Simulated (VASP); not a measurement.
# PbSe (F-43m) in VASP: settings compared

Aim: see how the results for PbSe move with the level of theory and the settings. Levels: PBE, LDA, PBEsol. Tasks: single point.

All numbers are computed with VASP 6.6.1; they aren't measurements. Logs are shortened: lines on timing, memory, paths and dates and some standing lists are left out, and cuts for length are marked.

## (1) The cell of the first run

Symmetry: F-43m, No. 216, cubic system. Conventional cell: a = 6.846 Å, b = 6.846 Å, c = 6.846 Å, α = 90.00°, β = 90.00°, γ = 90.00°. Pb (site symmetry -43m) has 4 Se at 2.96 Å within 3.9 Å. Se (site symmetry -43m) has 4 Pb at 2.96 Å within 3.9 Å.

## (2) Single point, PBE

Contents of INCAR:

```
SYSTEM = PbSe
PREC = Accurate
ENCUT = 520
EDIFF = 1E-7
ISMEAR = 0
SIGMA = 0.01
LREAL = .FALSE.
LASPH = .TRUE.
NELM = 80
ALGO = Normal
ISIF = 2
LWAVE = .FALSE.
LCHARG = .FALSE.
GGA = PE
NBANDS = 17
```

Contents of KPOINTS:

```
regular mesh
0
G
  4 4 4
  0 0 0
```

Contents of POSCAR:

```
PbSe
1.0
    0.0000000000      3.4232041378      3.4232041378
    3.4232041378      0.0000000000      3.4232041378
    3.4232041378      3.4232041378      0.0000000000
Pb Se
1 1
Direct
    0.0000000000      0.0000000000      0.0000000000
    0.2500000000      0.2500000000      0.2500000000
```

Potentials or basis: VASP PAW PBE potentials, release 64 (Pb_d, Se).

Run with:

```
cat potpaw_PBE.64/Pb_d/POTCAR potpaw_PBE.64/Se/POTCAR > POTCAR
mpirun -np 1 vasp_std > vasp.out
```

OUTCAR:

```text
SYSTEM = PbSe
   PREC = Accurate
   ENCUT = 520
   EDIFF = 1E-7
   ISMEAR = 0
   LREAL = .FALSE.
   LASPH = .TRUE.
   NELM = 80
   ISIF = 2
   GGA = PE

 ion  position               nearest neighbor table
   1  0.000  0.000  0.000-   2 2.96   2 2.96   2 2.96   2 2.96
   2  0.250  0.250  0.250-   1 2.96   1 2.96   1 2.96   1 2.96

  LATTYP: Found a face centered cubic cell.
 ALAT       =     6.8464082756

  Lattice vectors:

 A1 = (   0.0000000000,   3.4232041378,   3.4232041378)
 A2 = (   3.4232041378,   0.0000000000,   3.4232041378)
 A3 = (   3.4232041378,   3.4232041378,   0.0000000000)

Analysis of symmetry for initial positions (statically):
=====================================================================
 Subroutine PRICEL returns:
 Original cell was already a primitive cell.

 Routine SETGRP: Setting up the symmetry group for a
 face centered cubic supercell.

 Subroutine GETGRP returns: Found 24 space group operations
 (whereof 24 operations were pure point group operations)
 out of a pool of 48 trial point group operations.

The static configuration has the point symmetry T_d .

Analysis of symmetry for dynamics (positions and initial velocities):
=====================================================================
 Subroutine PRICEL returns:
 Original cell was already a primitive cell.

 Routine SETGRP: Setting up the symmetry group for a
 face centered cubic supercell.

 Subroutine GETGRP returns: Found 24 space group operations
 (whereof 24 operations were pure point group operations)
 out of a pool of 48 trial point group operations.

The dynamic configuration has the point symmetry T_d .

 Subroutine INISYM returns: Found 24 space group operations
 (whereof 24 operations are pure point group operations),
 and found     1 'primitive' translations

----------------------------------------------------------------------------------------

                                     Primitive cell

  volume of cell :      80.2284

  direct lattice vectors                    reciprocal lattice vectors
     0.000000000  3.423204138  3.423204138    -0.146061988  0.146061988  0.146061988
     3.423204138  0.000000000  3.423204138     0.146061988 -0.146061988  0.146061988
     3.423204138  3.423204138  0.000000000     0.146061988  0.146061988 -0.146061988

  length of vectors
     4.841141718  4.841141718  4.841141718     0.252986783  0.252986783  0.252986783

  position of ions in fractional coordinates (direct lattice)
     0.000000000  0.000000000  0.000000000
     0.250000000  0.250000000  0.250000000

  ion indices of the primitive-cell ions
   primitive index   ion index
                 1           1
                 2           2

----------------------------------------------------------------------------------------

 KPOINTS: regular mesh

Automatic generation of k-mesh.
 Grid dimensions read from file:
 generate k-points for:    4    4    4

 Generating k-lattice:

  Cartesian coordinates                     Fractional coordinates (reciprocal lattice)
    -0.036515497  0.036515497  0.036515497     0.250000000  0.000000000  0.000000000
     0.036515497 -0.036515497  0.036515497     0.000000000  0.250000000  0.000000000
     0.036515497  0.036515497 -0.036515497     0.000000000  0.000000000  0.250000000

  Length of vectors
     0.063246696  0.063246696  0.063246696

  Shift w.r.t. Gamma in fractional coordinates (k-lattice)
     0.000000000  0.000000000  0.000000000

 Subroutine IBZKPT returns following result:
 ===========================================

 Found      8 irreducible k-points:

 Following reciprocal coordinates:
            Coordinates               Weight
  0.000000  0.000000  0.000000      1.000000
  0.250000  0.000000  0.000000      8.000000
  0.500000  0.000000  0.000000      4.000000
  0.250000  0.250000  0.000000      6.000000
  0.500000  0.250000  0.000000     24.000000
 -0.250000  0.250000  0.000000     12.000000
  0.500000  0.500000  0.000000      3.000000
 -0.250000  0.500000  0.250000      6.000000
   k-points           NKPTS =      8   k-points in BZ     NKDIM =      8   number of bands    NBANDS=     17
   number of dos      NEDOS =    301   number of ions     NIONS =      2
   total plane-waves  NPLWV =  46656
   dimension x,y,z NGX =    36 NGY =   36 NGZ =   36
   dimension x,y,z NGXF=    72 NGYF=   72 NGZF=   72
   ions per type =               1   1
   NGX,Y,Z   is equivalent  to a cutoff of  12.36, 12.36, 12.36 a.u.
   NGXF,Y,Z  is equivalent  to a cutoff of  24.72, 24.72, 24.72 a.u.
 SYSTEM =  PbSe
   PREC   = accura    normal or accurate (medium, high low for compatibility)
   ISTART =      0    job   : 0-new  1-cont  2-samecut
   ICHARG =      2    charge: 1-file 2-atom 10-const
   ISPIN  =      1    spin polarized calculation?
   LNONCOLLINEAR =      F non collinear calculations
   LSORBIT =      F    spin-orbit coupling
   LASPH  =      T    aspherical Exc in radial PAW
   ENCUT  =  520.0 eV  38.22 Ry    6.18 a.u.   9.00  9.00  9.00*2*pi/ulx,y,z
   NELM   =     80;   NELMIN=  2; NELMDL= -5     # of ELM steps
   EDIFF  = 0.1E-06   stopping-criterion for ELM
   LREAL  =      F    real-space projection
   EDIFFG = 0.1E-05   stopping-criterion for IOM
   NSW    =      0    number of steps for IOM
   IBRION =     -1    ionic relax: 0-MD 1-quasi-New 2-CG
   NFREE  =      0    steps in history (QN), initial steepest desc. (CG)
   ISIF   =      2    stress and relaxation
   ISYM   =      2    0-nonsym 1-usesym 2-fastsym
   POTIM  = 0.5000    time-step for ionic-motion
   TEBEG  =    0.0;   TEEND  =   0.0 temperature during run
   PSTRESS=    0.0 pullay stress
   NELECT =      20.0000    total number of electrons
   NUPDOWN=      -1.0000    fix difference up-down
   EMIN   =  10.00;   EMAX   =-10.00  energy-range for DOS
   EFERMI =   0.00;   METHOD = LEGACY
   ISMEAR =     0;   SIGMA  =   0.01  broadening in eV -4-tet -1-fermi 0-gaus
   EFERMI_NEDOS =   21; number of points for ismear=-14 and -15
   IALGO  =     38    algorithm
   IMIX   =      4    mixing-type and parameters
     AMIX     =   0.40;   BMIX     =  1.00
     AMIX_MAG =   1.60;   BMIX_MAG =  1.00
  volume/ion in A,a.u.               =      40.11       270.70
  Fermi-wavevector in a.u.,A,eV,Ry     =   1.030328  1.947037 14.443606  1.061575
  Thomas-Fermi vector in A             =   2.164420
   LORBIT       =      0    0 simple, 1 ext, 2 COOP (PROOUT), +10 PAW based schemes
   GGA     = PE    functional components
   LHFCALC =     F    Hartree Fock is set to
   AEXX    =    0.0000 exact exchange contribution
   IVDW    =     0    specifies the selected vdW correction
   LEPSILON=     F    determine dielectric tensor
   LRPA    =     F    only Hartree local field effects (RPA)
 non-spin polarized calculation
 Gauss-broadening in eV      SIGMA  =   0.01
  energy-cutoff  :      520.00
  volume of cell :       80.23
 maximum number of plane-waves:      2200
   NGX = 17   NGY = 17   NGZ = 17

 number of electron      20.0000005 magnetization

 Free energy of the ion-electron system (eV)
  ---------------------------------------------------
  ext. energy  EPLUGINS =         0.00000000
  ---------------------------------------------------
  free energy    TOTEN  =        -7.84076529 eV

  energy without entropy =       -7.84076529  energy(sigma->0) =       -7.84076529

 E-fermi :   2.4038     XC(G=0):  -7.7365

 val. band max:        2.3532630485   @ k =  -0.2500   0.5000   0.2500
 cond. band min:       2.9747172056   @ k =   0.5000   0.5000   0.0000
 fundamental gap:      0.6214541571
 Fermi energy:         2.4037701781

 k-point     1 :       0.0000    0.0000    0.0000
  band No.  band energies     occupation
      1     -14.4578      2.00000
      2     -14.4578      2.00000
      3     -14.4578      2.00000
      4     -14.4270      2.00000
      5     -14.4270      2.00000
      6     -10.4497      2.00000
      7      -4.0472      2.00000
      8       0.7134      2.00000
      9       0.7134      2.00000
     10       0.7134      2.00000
     11       4.4549      0.00000
     12       4.4549      0.00000
     13       4.4549      0.00000
     14       7.0531      0.00000
     15      10.5612      0.00000
     16      10.5612      0.00000
     17      11.3722      0.00000

 k-point     2 :       0.2500    0.0000    0.0000
  band No.  band energies     occupation
      1     -14.4708      2.00000
      2     -14.4534      2.00000
      3     -14.4534      2.00000
      4     -14.4264      2.00000
      5     -14.4264      2.00000
      6     -10.1822      2.00000
      7      -4.8060      2.00000
      8       0.4212      2.00000
      9       0.4212      2.00000
     10       0.6085      2.00000
     11       4.6939      0.00000
     12       4.9255      0.00000
     13       4.9255      0.00000
     14       8.7012      0.00000
     15       9.7465      0.00000
     16       9.7465      0.00000
     17      10.8640      0.00000

 k-point     3 :       0.5000    0.0000    0.0000
  band No.  band energies     occupation
      1     -14.4836      2.00000
      2     -14.4502      2.00000
      3     -14.4502      2.00000
      4     -14.4245      2.00000
      5     -14.4245      2.00000
      6      -9.8557      2.00000
      7      -5.5413      2.00000
      8       0.1837      2.00000
      9       0.1837      2.00000
     10       0.3321      2.00000
     11       5.2167      0.00000
     12       5.2167      0.00000
     13       5.9891      0.00000
     14       8.8697      0.00000
     15      10.2582      0.00000
     16      10.7122      0.00000
     17      10.7122      0.00000

 k-point     4 :       0.2500    0.2500    0.0000
  band No.  band energies     occupation
      1     -14.4804      2.00000
      2     -14.4483      2.00000
      3     -14.4483      2.00000
      4     -14.4299      2.00000
      5     -14.4240      2.00000
      6     -10.0883      2.00000
      7      -5.0023      2.00000
      8       0.0006      2.00000
      9       0.0006      2.00000
     10       1.5106      2.00000
     11       3.3788      0.00000
     12       5.7456      0.00000
     13       5.7456      0.00000
     14       8.0401      0.00000
     15       9.7676      0.00000
     16      11.1029      0.00000
     17      12.8425      0.00000

 k-point     5 :       0.5000    0.2500    0.0000
  band No.  band energies     occupation
      1     -14.4910      2.00000
      2     -14.4460      2.00000
      3     -14.4441      2.00000
      4     -14.4292      2.00000
      5     -14.4232      2.00000
      6      -9.7474      2.00000
      7      -5.6835      2.00000
      8      -0.7283      2.00000
      9      -0.1982      2.00000
     10       1.7651      2.00000
     11       4.0911      0.00000
     12       6.0203      0.00000
     13       6.1648      0.00000
     14       8.5693      0.00000
     15      10.3779      0.00000
     16      11.0846      0.00000
     17      11.7760      0.00000

 k-point     6 :      -0.2500    0.2500    0.0000
  band No.  band energies     occupation
      1     -14.4838      2.00000
      2     -14.4488      2.00000
      3     -14.4481      2.00000
      4     -14.4267      2.00000
      5     -14.4255      2.00000
      6      -9.8660      2.00000
      7      -5.4670      2.00000
      8      -0.7294      2.00000
      9       0.1664      2.00000
     10       1.5200      2.00000
     11       4.8476      0.00000
     12       5.3974      0.00000
     13       5.4474      0.00000
     14       9.3770      0.00000
     15       9.3969      0.00000
     16      10.5060      0.00000
     17      11.7642      0.00000

 k-point     7 :       0.5000    0.5000    0.0000
  band No.  band energies     occupation
      1     -14.5019      2.00000
      2     -14.4388      2.00000
      3     -14.4388      2.00000
      4     -14.4333      2.00000
      5     -14.4210      2.00000
      6      -9.6242      2.00000
      7      -5.8963      2.00000
      8      -0.5105      2.00000
      9      -0.5105      2.00000
     10       1.8238      2.00000
     11       2.9747      0.00000
     12       7.1990      0.00000
     13       7.1990      0.00000
     14       8.2782      0.00000
     15      10.2736      0.00000
     16      12.0547      0.00000
     17      12.2443      0.00000

 k-point     8 :      -0.2500    0.5000    0.2500
  band No.  band energies     occupation
      1     -14.4944      2.00000
      2     -14.4468      2.00000
      3     -14.4395      2.00000
      4     -14.4295      2.00000
      5     -14.4240      2.00000
      6      -9.6196      2.00000
      7      -5.8833      2.00000
      8      -0.7659      2.00000
      9      -0.7133      2.00000
     10       2.3533      2.00000
     11       4.5077      0.00000
     12       5.0979      0.00000
     13       6.8760      0.00000
     14       8.2123      0.00000
     15      10.5838      0.00000
     16      11.5864      0.00000
     17      11.6646      0.00000

------------------------ aborting loop because EDIFF is reached ----------------------------------------

  FORCE on cell =-STRESS in cart. coord.  units (eV):
  Direction    XX          YY          ZZ          XY          YZ          ZX
  --------------------------------------------------------------------------------------
  -------------------------------------------------------------------------------------
  Total        0.3410884      0.3410884      0.3410884     -0.0000000     -0.0000000     -0.0000000
  in kB        6.8116010      6.8116010      6.8116010     -0.0000000     -0.0000000     -0.0000000
  external PRESSURE =       6.8116010 kB  Pullay stress =       0.0000000 kB

 VOLUME and BASIS-vectors are now :
 -----------------------------------------------------------------------------
  energy-cutoff  :      520.00
  volume of cell :       80.23
      direct lattice vectors                 reciprocal lattice vectors
     0.000000000  3.423204138  3.423204138    -0.146061988  0.146061988  0.146061988
     3.423204138  0.000000000  3.423204138     0.146061988 -0.146061988  0.146061988
     3.423204138  3.423204138  0.000000000     0.146061988  0.146061988 -0.146061988

 POSITION                                       TOTAL-FORCE (eV/Angst)
 -----------------------------------------------------------------------------------
      0.00000      0.00000      0.00000         0.000000      0.000000     -0.000000
      1.71160      1.71160      1.71160        -0.000000     -0.000000      0.000000
 -----------------------------------------------------------------------------------
    total drift:                                0.000000      0.000000      0.000000

  FREE ENERGIE OF THE ION-ELECTRON SYSTEM (eV)
  ---------------------------------------------------
  free  energy   TOTEN  =        -7.8407652859 eV

  energy  without entropy=       -7.8407652859  energy(sigma->0) =       -7.84076529
```

It took 7.5 s on 1 thread of AMD EPYC 9R45 (Zen 5), shared host; peak memory 0.17 GiB.

Results:

```yaml
Free_energy: -7.8408 eV
Pressure: 0.7 GPa
Band_gap_on_the_k_mesh: 0.62 eV (least direct gap 1.15 eV)
```

Caveat: the structure was generated, so it needn't be the stable form of PbSe; spin-orbit coupling is left out, which moves the levels of the heavy elements. A k mesh can miss the band edges.

## (3) Single point, LDA

This run uses another cell than the first one, of 37.75 Å³/atom.

Contents of INCAR:

```
PREC = Accurate
ENCUT = 520
EDIFF = 1E-7
ISMEAR = -1
SIGMA = 0.02
LREAL = False
LASPH = True
NELM = 80
ALGO = Normal
ISIF = 2
LWAVE = False
LCHARG = False
GGA = CA
NBANDS = 17
```

Contents of KPOINTS:

```
Automatic mesh
0
Gamma
  6 6 6
```

Contents of POSCAR:

```
PbSe
1.0
    0.0000000000      3.3545460641      3.3545460641
    3.3545460641      0.0000000000      3.3545460641
    3.3545460641      3.3545460641      0.0000000000
Pb Se
1 1
Direct
    0.0000000000      0.0000000000      0.0000000000
    0.2500000000      0.2500000000      0.2500000000
```

Potentials or basis: VASP PAW LDA potentials, release 64 (Pb_d, Se).

Run with:

```
cat potpaw_LDA.64/Pb_d/POTCAR potpaw_LDA.64/Se/POTCAR > POTCAR
mpirun -np 1 vasp_std > vasp.out
```

Wall time 9.7 s (1 thread of AMD EPYC 9R45 (Zen 5), shared host); peak memory 0.15 GiB.

It converged, with:

- Free energy: -8.8473 eV
- Pressure: 0.1 GPa
- Band gap on the k mesh: 0.45 eV (least direct gap 0.93 eV)

Levels at points of the mesh, in eV from the valence-band top:
| k point | band 6 | band 7 | band 8 | band 9 | band 10 | band 11 | band 12 | band 13 | band 14 | band 15 |
| --- | --- | --- | --- | --- | --- | --- | --- | --- | --- | --- |
| (0.00, 0.00, 0.00) | -13.07 | -6.22 | -1.68 | -1.68 | -1.68 | 2.11 | 2.11 | 2.11 | 4.58 | 8.32 |
| (0.50, 0.00, 0.00) | -12.37 | -7.98 | -2.27 | -2.27 | -2.10 | 2.90 | 2.90 | 3.80 | 6.38 | 8.02 |
| (0.50, 0.50, 0.00) | -12.10 | -8.37 | -3.04 | -3.04 | -0.48 | 0.45 | 5.12 | 5.12 | 5.88 | 8.12 |

Caveat: the structure was generated, so it needn't be the stable form of PbSe; spin-orbit coupling is left out, which moves the levels of the heavy elements.

## (4) Single point, PBEsol

This run uses another cell than the first one, of 39.06 Å³/atom.

Contents of INCAR:

```
PREC     = Accurate       # precision mode
ENCUT    = 520            # plane-wave cutoff, eV
EDIFF    = 1E-6           # SCF threshold, eV
ISMEAR   = -1             # smearing method
SIGMA    = 0.02           # smearing width, eV
LREAL    = False          # projectors in reciprocal space
LASPH    = True           # aspherical terms in the spheres
NELM     = 80             # most SCF steps
ALGO     = Normal         # electronic algorithm
ISIF     = 2              # what is computed and relaxed
LWAVE    = False          # write WAVECAR
LCHARG   = False          # write CHGCAR
GGA      = PS             # functional
NBANDS   = 17             # bands
```

KPOINTS is that of step 3.

Contents of POSCAR:

```
PbSe
1.0
    0.0000000000      3.3930300761      3.3930300761
    3.3930300761      0.0000000000      3.3930300761
    3.3930300761      3.3930300761      0.0000000000
Pb Se
1 1
Direct
    0.0000000000      0.0000000000      0.0000000000
    0.2500000000      0.2500000000      0.2500000000
```

Potentials or basis: VASP PAW PBE potentials, release 64 (Pb_d, Se).

Run with:

```
cat potpaw_PBE.64/Pb_d/POTCAR potpaw_PBE.64/Se/POTCAR > POTCAR
mpirun -np 1 vasp_std > vasp.out
```

Wall time 11 s (1 thread of AMD EPYC 9R45 (Zen 5), shared host); peak memory 0.18 GiB.

Results (log left out):

| Quantity | Value |
| --- | --- |
| Free energy | -8.3877 eV |
| Pressure | 0.0 GPa |
| Band gap on the k mesh | 0.62 eV (least direct gap 1.05 eV) |

Levels at points of the mesh, in eV from the valence-band top:
| k point | band 8 | band 9 | band 10 | band 11 | band 12 | band 13 |
| --- | --- | --- | --- | --- | --- | --- |
| (0.00, 0.00, 0.00) | -1.58 | -1.58 | -1.58 | 2.18 | 2.18 | 2.18 |
| (0.50, 0.00, 0.00) | -2.14 | -2.14 | -1.99 | 2.96 | 2.96 | 3.79 |
| (0.50, 0.50, 0.00) | -2.87 | -2.87 | -0.44 | 0.62 | 5.05 | 5.05 |

Caveat: the structure was generated, so it needn't be the stable form of PbSe; the PAW data sets were made with another functional, which shifts forces and pressure a little; spin-orbit coupling is left out, which moves the levels of the heavy elements. A k mesh can miss the band edges.

## (5) Summary

```tsv
level	potentials or basis	cell	k mesh	smearing	gap on the mesh (eV)	pressure (GPa)
PBE	VASP PAW PBE potentials, release 64 (Pb_d, Se)	a = 4.841 Å, angles 60.0°, 2 atoms	4 × 4 × 4	gaussian 0.01 eV	0.62	0.7
LDA	VASP PAW LDA potentials, release 64 (Pb_d, Se)	a = 4.744 Å, angles 60.0°, 2 atoms	6 × 6 × 6	fermi-dirac 0.02 eV	0.45	0.1
PBEsol	VASP PAW PBE potentials, release 64 (Pb_d, Se)	a = 4.798 Å, angles 60.0°, 2 atoms	6 × 6 × 6	fermi-dirac 0.02 eV	0.62	0.0
```

Alike in all rows: task single point; no spin polarisation; cutoff (eV) 520.

Caveats: the structure was generated, so it needn't be the stable form of PbSe; spin-orbit coupling is left out, which moves the levels of the heavy elements; the PAW data sets were made with another functional, which shifts forces and pressure a little (at least some runs).

Total energies depend on the potentials used, so only differences within one code and one set of settings carry meaning.
